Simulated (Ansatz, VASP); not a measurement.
**RbCl: VASP beside Ansatz**

File INCAR:

```
SYSTEM = RbCl
ALGO = Normal
EDIFF = 1E-6
ENCUT = 500
GGA = PE
GGA_COMPAT = .FALSE.
ISIF = 2
ISMEAR = -1
LASPH = .TRUE.
LCHARG = .FALSE.
LREAL = .FALSE.
LWAVE = .FALSE.
NBANDS = 15
NELM = 120
PREC = Accurate
SIGMA = 0.03
```

KPOINTS

```
k-points
0
G
  6 6 6
  0 0 0
```

Contents of POSCAR:

```
RbCl
1.0
    0.0000000000      3.2740000000      3.2740000000
    3.2740000000      0.0000000000      3.2740000000
    3.2740000000      3.2740000000      0.0000000000
Rb Cl
1 1
Direct
    0.0000000000      0.0000000000      0.0000000000
    0.5000000000      0.5000000000      0.5000000000
```

Input for Ansatz:

```yaml
crystal:
  lattice:
    - [0.0, 3.274, 3.274]
    - [3.274, 0.0, 3.274]
    - [3.274, 3.274, 0.0]
  atoms:
    - { symbol: Rb, position: [0.0, 0.0, 0.0] }
    - { symbol: Cl, position: [0.5, 0.5, 0.5] }
kpoints:
  mp_grid: { grid: [6, 6, 6] }
  band_path:
    path:
      - [0.0, 0.0, 0.0]
      - [0.5, 0.0, 0.5]
      - [0.625, 0.25, 0.625]
      - [0.375, 0.375, 0.75]
      - [0.0, 0.0, 0.0]
      - [0.5, 0.5, 0.5]
      - [0.5, 0.25, 0.75]
      - [0.5, 0.0, 0.5]
    npoints: 5
scf:
  occupations: { method: fermi_dirac, width: 0.03 }
hamiltonian:
  xc: pbe
  pseudopotentials:
    kind: all_electron
    lapw: { basis_error: 0.0005 }
    relativity: none
output:
  forces: true
  stress: true
  eigenvalues: true
```

Alike in both runs: task single point; functional PBE; k mesh 6 × 6 × 6; occupations fermi-dirac, width 0.03 eV; no spin polarisation.

|  | VASP | Ansatz |
| --- | --- | --- |
| version | VASP 6.6.1 | Ansatz 0.2.0 |
| potentials or method | VASP PAW PBE potentials, release 64 (Rb_sv, Cl), cutoff 500 eV | all-electron LAPW, non-relativistic |

Ansatz gave:

- gap on the k mesh at the Fermi level (eV): 5.22
- pressure (GPa): 1.3

Question: Estimate VASP's values.

Answer: gap on the k mesh at the Fermi level (eV): 5.05; pressure (GPa): 1.2.

Ansatz ran all-electron here, and VASP with PAW potentials.
